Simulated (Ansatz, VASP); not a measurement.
## One calculation of Ge, two programs

File INCAR:

```
SYSTEM = Ge
PREC = Accurate ; ENCUT = 520
EDIFF = 1E-6 ; ISMEAR = 0
SIGMA = 0.01 ; LREAL = .FALSE.
LASPH = .TRUE. ; NELM = 60
ALGO = Normal ; ISIF = 2
LWAVE = .FALSE. ; LCHARG = .FALSE.
LDIPOL = .TRUE. ; IDIPOL = 3
DIPOL = 0.5 0.5 0.500 ; GGA = PE
NBANDS = 66
```

File KPOINTS:

```
Automatic mesh
0
G
  9 9 1
  0 0 0
```

POSCAR

```
Ge
1.0
    4.0736913413      0.0000000000      0.0000000000
   -2.0368456706      3.5279201887      0.0000000000
    0.0000000000      0.0000000000     25.8100039188
Ge
8
Direct
    0.3333333333      0.6666666667      0.2905850004
    0.0000000000      0.0000000000      0.3228026927
    0.0000000000      0.0000000000      0.4194557694
    0.6666666667      0.3333333333      0.4516734616
    0.6666666667      0.3333333333      0.5483265384
    0.3333333333      0.6666666667      0.5805442306
    0.3333333333      0.6666666667      0.6771973073
    0.0000000000      0.0000000000      0.7094149996
```

Input for Ansatz:

```yaml
crystal:
  lattice:
    - [4.0736913413, 0.0, 0.0]
    - [-2.0368456706, 3.5279201887, 0.0]
    - [0.0, 0.0, 25.8100039188]
  atoms:
    - { symbol: Ge, position: [0.3333333333, 0.6666666667, 0.2905850004] }
    - { symbol: Ge, position: [0.0, 0.0, 0.3228026927] }
    - { symbol: Ge, position: [0.0, 0.0, 0.4194557694] }
    - { symbol: Ge, position: [0.6666666667, 0.3333333333, 0.4516734616] }
    - { symbol: Ge, position: [0.6666666667, 0.3333333333, 0.5483265384] }
    - { symbol: Ge, position: [0.3333333333, 0.6666666667, 0.5805442306] }
    - { symbol: Ge, position: [0.3333333333, 0.6666666667, 0.6771973073] }
    - { symbol: Ge, position: [0.0, 0.0, 0.7094149996] }
basis:
  ecutwfc: 420
kpoints:
  mp_grid: { grid: [9, 9, 1] }
hamiltonian:
  xc: pbe
scf:
  occupations: { method: gaussian, width: 0.01 }
  max_iter: 83
output:
  forces: true
  stress: true
  eigenvalues: true
efield:
  axis: 3
  dipole_correction: true
  ramp_width: 0.04
```

Alike in both runs: task single point; functional PBE; k mesh 9 × 9 × 1; occupations gaussian, width 0.01 eV; no spin polarisation.

|  | VASP | Ansatz |
| --- | --- | --- |
| version | VASP 6.6.1 | Ansatz 0.2.0 |
| potentials or method | VASP PAW PBE potentials, release 64 (Ge_d), cutoff 520 eV | scalar-relativistic, plane waves, PAW |
| valence electrons in the cell | 112 | 112 |

|  | VASP | Ansatz | Ansatz less VASP |
| --- | --- | --- | --- |
| gap on the k mesh at the Fermi level (eV) | none | none | - |
| rms of the force components (eV/Å) | 0.164 | 0.163 | -0.0008 |

Atom by atom the forces differ by 0.001 eV/Å (rms over components). A gap of «none» marks a metal or a gap that the smearing closes.
